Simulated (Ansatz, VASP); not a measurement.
One calculation of Ru, two programs

```
CELL_PARAMETERS angstrom
2.58402 0.00000 0.00000
-1.29201 2.23783 0.00000
0.00000 0.00000 4.18935
ATOMIC_POSITIONS crystal
Ru 0.33333 0.66667 0.25000
Ru 0.66667 0.33333 0.75000
```

Change from the starting cell: strain -0.050 along x and y, -0.025 along z, atoms carried along.

Alike in both runs: task single point; functional PBE; k mesh 24 × 24 × 14; occupations gaussian, width 0.15 eV; no spin polarisation.

|  | VASP | Ansatz |
| --- | --- | --- |
| version | VASP 6.6.1 | Ansatz 0.2.0 |
| potentials or method | VASP PAW PBE potentials, release 64 (Ru_pv), cutoff 520 eV | scalar-relativistic, plane waves, PAW |
| valence electrons in the cell | 28 | 32 |

Ansatz gave:

```
gap on the k mesh at the Fermi level (eV)                     : none
pressure (GPa)                                                : 54.2
traceless stress, the component that is largest in VASP (GPa) : -10.04
```

Question: What did VASP give for the same quantities?

Answer: gap on the k mesh at the Fermi level (eV): none; pressure (GPa): 54.4; traceless stress, the component that is largest in VASP (GPa): -10.01.

A gap of «none» marks a metal or a gap that the smearing closes. Both programs put the cell under a high pressure, so it lies far from rest at this level. VASP's potentials hold 28 valence electrons a cell and Ansatz's 32, so a difference there can come from the potentials and not from the codes.
